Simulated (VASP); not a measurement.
# PbI2 (P-3m1) in VASP: a series of runs

PbI2 is run at these levels: PBEsol; tasks: electric field gradients, single point.

Everything below comes from runs of VASP 6.6.1. Logs are shortened: lines on timing, memory, paths and dates and some standing lists are left out, and cuts for length are marked.

### Step 1. The cell of the first run

Symmetry: P-3m1, No. 164, trigonal system. The conventional cell has a = 4.555 Å, b = 4.555 Å, c = 6.977 Å, α = 90.00°, β = 90.00°, γ = 120.00°. Pb (site symmetry -3m) has 6 I at 3.21 Å within 4.2 Å. Within 4.3 Å of I (site symmetry 3m) lie 3 Pb at 3.21 Å and 3 I at 4.20 Å.

### Step 2. Electric field gradients, PBEsol

Input file INCAR:

```
SYSTEM = PbI2
PREC     = Accurate       ! precision mode
ENCUT    = 400            ! plane-wave cutoff, eV
EDIFF    = 1E-8           ! SCF threshold, eV
ISMEAR   = -1             ! smearing method
SIGMA    = 0.02           ! smearing width, eV
LREAL    = .False.        ! projectors in reciprocal space
LASPH    = .True.         ! aspherical terms in the spheres
NELM     = 120            ! most SCF steps
ALGO     = Normal         ! electronic algorithm
ISIF     = 2              ! what is computed and relaxed
LWAVE    = .False.        ! write WAVECAR
LCHARG   = .False.        ! write CHGCAR
GGA      = PS             ! functional
LEFG     = .True.       
NBANDS   = 21             ! bands
GGA_COMPAT= .False.
```

Input file KPOINTS:

```
regular mesh
0
Gamma
  8 8 5
  0 0 0
```

Input file POSCAR:

```
PbI2
1.0
    4.5550018558      0.0000000000      0.0000000000
   -2.2775009279      3.9447473214      0.0000000000
    0.0000000000      0.0000000000      6.9770000000
Pb I
1 2
Direct
    0.0000000000      0.0000000000      0.0000000000
    0.3333333333      0.6666666667      0.2650000000
    0.6666666667      0.3333333333      0.7350000000
```

Potentials or basis: VASP PAW PBE potentials, release 64 (Pb_d, I).

Started as:

```bash
$ cat potpaw_PBE.64/Pb_d/POTCAR potpaw_PBE.64/I/POTCAR > POTCAR
$ mpirun -np 1 vasp_std > vasp.out
```

OUTCAR:

```text
SYSTEM = PbI2
   PREC = Accurate
   ENCUT = 400
   EDIFF = 1E-8
   ISMEAR = -1
   LREAL = .False.
   LASPH = .True.
   NELM = 120
   ISIF = 2
   GGA = PS

 ion  position               nearest neighbor table
   1  0.000  0.000  0.000-   2 3.21   3 3.21   2 3.21   3 3.21   3 3.21   2 3.21
   2  0.333  0.667  0.265-   1 3.21   1 3.21   1 3.21
   3  0.667  0.333  0.735-   1 3.21   1 3.21   1 3.21

  LATTYP: Found a hexagonal cell.
 ALAT       =     4.5550018558
 C/A-ratio  =     1.5317227568

  Lattice vectors:

 A1 = (   4.5550018558,   0.0000000000,   0.0000000000)
 A2 = (  -2.2775009279,   3.9447473214,   0.0000000000)
 A3 = (   0.0000000000,   0.0000000000,   6.9770000000)

Analysis of symmetry for initial positions (statically):
=====================================================================
 Subroutine PRICEL returns:
 Original cell was already a primitive cell.

 Routine SETGRP: Setting up the symmetry group for a
 hexagonal supercell.

 Subroutine GETGRP returns: Found 12 space group operations
 (whereof 12 operations were pure point group operations)
 out of a pool of 24 trial point group operations.

The static configuration has the point symmetry D_3d.

Analysis of symmetry for dynamics (positions and initial velocities):
=====================================================================
 Subroutine PRICEL returns:
 Original cell was already a primitive cell.

 Routine SETGRP: Setting up the symmetry group for a
 hexagonal supercell.

 Subroutine GETGRP returns: Found 12 space group operations
 (whereof 12 operations were pure point group operations)
 out of a pool of 24 trial point group operations.

The dynamic configuration has the point symmetry D_3d.

 Subroutine INISYM returns: Found 12 space group operations
 (whereof 12 operations are pure point group operations),
 and found     1 'primitive' translations

----------------------------------------------------------------------------------------

                                     Primitive cell
[... 128 lines left out ...]
 NGX is ok and might be reduce to    30
   NGX = 15   NGY = 15   NGZ = 23

 number of electron      27.9999994 magnetization

 Free energy of the ion-electron system (eV)
  ---------------------------------------------------
  ext. energy  EPLUGINS =         0.00000000
  ---------------------------------------------------
  free energy    TOTEN  =        -9.33738924 eV

  energy without entropy =       -9.33738924  energy(sigma->0) =       -9.33738924

 E-fermi :   2.9788     XC(G=0):  -8.3150

 val. band max:        2.5072761264   @ k =   0.0000   0.0000   0.4000
 cond. band min:       4.6946776824   @ k =   0.0000   0.0000   0.4000
 fundamental gap:      2.1874015560
 Fermi energy:         2.9787772135

 k-point     1 :       0.0000    0.0000    0.0000
  band No.  band energies     occupation
      1     -13.4779      2.00000
      2     -13.4779      2.00000
      3     -13.4628      2.00000
      4     -13.4537      2.00000
      5     -13.4537      2.00000
      6      -9.6996      2.00000
[... 565 lines left out ...]
     20      10.5664      0.00000
     21      11.2481      0.00000

 [... further k-points ...]

------------------------ aborting loop because EDIFF is reached ----------------------------------------

  FORCE on cell =-STRESS in cart. coord.  units (eV):
  Direction    XX          YY          ZZ          XY          YZ          ZX
  --------------------------------------------------------------------------------------
  -------------------------------------------------------------------------------------
  Total       -0.0028658     -0.0028658      0.1117116      0.0000000     -0.0000000      0.0000000
  in kB       -0.0366258     -0.0366258      1.4276850      0.0000000     -0.0000000      0.0000000
  external PRESSURE =       0.4514778 kB  Pullay stress =       0.0000000 kB

 VOLUME and BASIS-vectors are now :
 -----------------------------------------------------------------------------
  energy-cutoff  :      400.00
  volume of cell :      125.37
      direct lattice vectors                 reciprocal lattice vectors
     4.555001856  0.000000000  0.000000000     0.219538879  0.126750831  0.000000000
    -2.277500928  3.944747321  0.000000000     0.000000000  0.253501661  0.000000000
     0.000000000  0.000000000  6.977000000     0.000000000  0.000000000  0.143328078

 POSITION                                       TOTAL-FORCE (eV/Angst)
 -----------------------------------------------------------------------------------
      0.00000      0.00000      0.00000        -0.000000      0.000000      0.000000
     -0.00000      2.62983      1.84891         0.000000      0.000000      0.010545
      2.27750      1.31492      5.12809        -0.000000      0.000000     -0.010545
 -----------------------------------------------------------------------------------
    total drift:                                0.000000     -0.000000     -0.000000

  FREE ENERGIE OF THE ION-ELECTRON SYSTEM (eV)
  ---------------------------------------------------
  free  energy   TOTEN  =        -9.3373892387 eV

  energy  without entropy=       -9.3373892387  energy(sigma->0) =       -9.33738924

 Electric field gradients (V/A^2)
---------------------------------------------------------------------
 ion       V_xx      V_yy      V_zz      V_xy      V_xz      V_yz
---------------------------------------------------------------------
   1      -8.249    -8.247    16.496     0.001    -0.000     0.000
   2      -2.665    -2.666     5.331    -0.001     0.000    -0.000
   3      -2.665    -2.666     5.331    -0.001     0.000    -0.000
---------------------------------------------------------------------

 Electric field gradients after diagonalization (V/A^2)
 (convention: |V_zz| > |V_xx| > |V_yy|)
----------------------------------------------------------------------
 ion       V_xx      V_yy      V_zz     asymmetry (V_yy - V_xx)/ V_zz
----------------------------------------------------------------------
   1      -8.249    -8.247    16.496       0.000
   2      -2.666    -2.665     5.331       0.000
   3      -2.666    -2.665     5.331       0.000
----------------------------------------------------------------------

           NMR quadrupolar parameters

 Cq : quadrupolar parameter    Cq=e*Q*V_zz/h
 eta: asymmetry parameters     (V_yy - V_xx)/ V_zz
 Q  : nuclear electric quadrupole moment in mb (millibarn)
----------------------------------------------------------------------
 ion       Cq(MHz)       eta       Q (mb)
----------------------------------------------------------------------
   1       0.040       0.000       1.000
   2       0.013       0.000       1.000
   3       0.013       0.000       1.000
----------------------------------------------------------------------
```

Run time: 87 s. Hardware: 1 thread of Intel Xeon 8259CL, shared host; peak memory 0.23 GiB.

What came out:

```yaml
Free_energy: -9.3374 eV
Pressure: 0.0 GPa
Largest_force: 0.011 eV/Å
Band_gap_on_the_k_mesh: 2.19 eV
Largest_electric_field_gradient_by_atom: Pb +16.5; I +5.3 V/Å²
```

Forces on the atoms (eV/Å):
```
Pb   0.000  0.000  0.000
I    0.000  0.000  0.011
I    0.000  0.000 -0.011
```

Levels at points of the mesh, in eV from the valence-band top:
| k point | band 12 | band 13 | band 14 | band 15 | band 16 | band 17 |
| --- | --- | --- | --- | --- | --- | --- |
| (0.00, 0.00, 0.00) | -0.88 | -0.88 | -0.66 | 2.42 | 3.36 | 3.36 |
| (0.50, 0.00, 0.00) | -1.54 | -0.72 | -0.34 | 2.83 | 3.71 | 4.76 |

Electric field gradients, principal values (V/Å²):
| atom | least | middle | greatest (by size) |
| --- | --- | --- | --- |
| 1 Pb | -8.247 | -8.249 | 16.496 |
| 2 I | -2.665 | -2.666 | 5.331 |
| 3 I | -2.665 | -2.666 | 5.331 |

Caveat: without QUAD_EFG the Cq values of the log hold for a quadrupole moment of 1 mb, not for the nuclei; the PAW data sets were made with another functional, which shifts forces and pressure a little; spin-orbit coupling is left out, which moves the levels of the heavy elements; an odd mesh through Γ misses points on the zone boundary, where band edges can lie; this functional lacks dispersion, which binds the layers, so the pressure and a relaxed spacing across them are unreliable. A hybrid or GW would open this gap; PBEsol tends to underestimate it.

### Step 3. Single point, PBEsol

POSCAR is that of step 2.

Input file INCAR.step1:

```
SYSTEM = PbI2
ALGO = Normal ; EDIFF = 1E-6
ENCUT = 400 ; GGA = PS
GGA_COMPAT = .FALSE. ; ISIF = 2
ISMEAR = -1 ; LASPH = .TRUE.
LCHARG = .TRUE. ; LORBIT = 11
LREAL = .FALSE. ; LWAVE = .FALSE.
NBANDS = 21 ; NEDOS = 2001
NELM = 120 ; PREC = Accurate
SIGMA = 0.02
```

Input file KPOINTS.step1:

```
k-points
0
G
  8 8 5
  0 0 0
```

Input file INCAR.step2:

```
SYSTEM = PbI2
ALGO = Normal ; EDIFF = 1E-6
ENCUT = 400 ; GGA = PS
GGA_COMPAT = .FALSE. ; ICHARG = 11
ISIF = 2 ; ISMEAR = -5
LASPH = .TRUE. ; LCHARG = .FALSE.
LORBIT = 11 ; LREAL = .FALSE.
LWAVE = .FALSE. ; NBANDS = 21
NEDOS = 1001 ; NELM = 120
PREC = Accurate ; SIGMA = 0.02
```

Input file KPOINTS.step2:

```
k-points
0
G
  12 12 8
  0 0 0
```

Potentials or basis: VASP PAW PBE potentials, release 64 (Pb_d, I).

Started as:

```bash
$ cat potpaw_PBE.64/Pb_d/POTCAR potpaw_PBE.64/I/POTCAR > POTCAR
$ cp INCAR.step1 INCAR
$ cp KPOINTS.step1 KPOINTS
$ mpirun -np 1 vasp_std > vasp.out
$ cp INCAR.step2 INCAR
$ cp KPOINTS.step2 KPOINTS
$ mpirun -np 1 vasp_std > vasp.out
```

Run time: 3.2 min. Hardware: 1 thread of Intel Xeon 8259CL, shared host; peak memory 0.35 GiB.

Results (log left out):

| Property | Result |
| --- | --- |
| Valence electrons inside the program's atomic spheres | Pb 11.82; I 4.28 |

Levels at points of the mesh, in eV from the valence-band top:
```tsv
k point	band 10	band 11	band 12	band 13	band 14	band 15	band 16	band 17	band 18	band 19
(0.00, 0.00, 0.00)	-1.02	-1.02	-0.93	-0.93	-0.71	2.37	3.31	3.31	6.24	7.39
(0.50, 0.00, 0.00)	-2.42	-2.11	-1.59	-0.77	-0.38	2.78	3.66	4.72	4.95	7.93
(0.00, 0.00, 0.50)	-1.16	-1.16	-0.75	-0.75	0.00	2.12	3.12	3.12	6.29	7.24
(0.50, 0.00, 0.50)	-1.90	-1.75	-1.36	-1.14	-0.66	3.16	3.69	4.13	5.69	7.48
```

Caveat: the PAW data sets were made with another functional, which shifts forces and pressure a little; spin-orbit coupling is left out, which moves the levels of the heavy elements; this functional lacks dispersion, which binds the layers, so the pressure and a relaxed spacing across them are unreliable.
